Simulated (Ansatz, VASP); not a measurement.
# One calculation of CaSe, two programs

```
Se Ca
1.0
     0.00000    2.95600    2.95600
     2.95600    0.00000    2.95600
     2.95600    2.95600    0.00000
Se Ca
1 1
Direct
  0.50000 0.50000 0.50000
  0.00000 0.00000 0.00000
```

Alike in both runs: task single point; functional PBEsol; k mesh 8 × 8 × 8; occupations gaussian, width 0.02 eV; no spin polarisation.

```csv
,VASP,Ansatz
version,VASP 6.6.1,Ansatz 0.2.0
potentials or method,"VASP PAW PBE potentials, release 64 (Se, Ca_sv), cutoff 520 eV","all-electron LAPW, scalar-relativistic"
```

```csv
,VASP,Ansatz,Ansatz less VASP
gap on the k mesh at the Fermi level (eV),1.92,1.93,+0.012
least direct gap on the mesh (eV),2.87,2.88,+0.010
pressure (GPa),-0.9,-1.1,-0.19
```

VASP's potentials were made for PBE, not for PBEsol. Ansatz ran all-electron here, and VASP with PAW potentials.
